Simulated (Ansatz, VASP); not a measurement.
**CaSe: VASP beside Ansatz**

The input INCAR:

```
SYSTEM = CaSe
  ALGO = Normal
  EDIFF = 1E-7
  ENCUT = 520
  GGA = PE
  ISIF = 2
  ISMEAR = -1
  LASPH = .TRUE.
  LCHARG = .FALSE.
  LREAL = .FALSE.
  LWAVE = .FALSE.
  NBANDS = 15
  NELM = 80
  PREC = Accurate
  SIGMA = 0.02
```

KPOINTS

```
k-points
0
G
  8 8 8
  0 0 0
```

Contents of POSCAR:

```
CaSe
1.0
    3.6048585127     -0.0299263957     -0.0299263957
   -0.0299263957      3.6048585127     -0.0299263957
   -0.0299263957     -0.0299263957      3.6048585127
Ca Se
1 1
Direct
    0.0000000000      0.0000000000      0.0000000000
    0.5000000000      0.5000000000      0.5000000000
```

Input for Ansatz:

```yaml
crystal:
  lattice:
    - [3.6048585127, -0.0299263957, -0.0299263957]
    - [-0.0299263957, 3.6048585127, -0.0299263957]
    - [-0.0299263957, -0.0299263957, 3.6048585127]
  atoms:
    - { symbol: Ca, position: [0.0, 0.0, 0.0] }
    - { symbol: Se, position: [0.5, 0.5, 0.5] }
kpoints:
  mp_grid: { grid: [8, 8, 8] }
  band_path:
    path:
      - [0.0, 0.0, 0.0]
      - [0.0, 0.5, 0.0]
      - [0.5, 0.5, 0.0]
      - [0.5, 0.5, 0.5]
      - [0.0, 0.5, 0.5]
    npoints: 1
hamiltonian:
  xc: pbe
scf:
  occupations: { method: fermi_dirac, width: 0.02 }
  n_extra_bands: 4
output:
  forces: true
  stress: true
  eigenvalues: true
  write_density: true
  write_potential: true
  elf: true
  volumetric_format: npy
```

Change from the starting cell: shear_111 strain -2.5%.

Alike in both runs: task single point; functional PBE; k mesh 8 × 8 × 8; occupations fermi-dirac, width 0.02 eV; no spin polarisation.

|  | VASP | Ansatz |
| --- | --- | --- |
| version | VASP 6.6.1 | Ansatz 0.2.0 |
| potentials or method | VASP PAW PBE potentials, release 64 (Ca_sv, Se) | plane waves, PAW |
| plane-wave cutoff (eV) | 520 | 420 |
| valence electrons in the cell | 16 | 26 |

|  | VASP | Ansatz | Ansatz less VASP |
| --- | --- | --- | --- |
| gap on the k mesh at the Fermi level (eV) | 0.73 | 0.74 | +0.008 |
| pressure (GPa) | 2.3 | 2.1 | -0.19 |

With one functional, cell and mesh, what is left measures potentials, basis and numerics. VASP's potentials hold 16 valence electrons a cell and Ansatz's 26, so a difference there can come from the potentials and not from the codes.
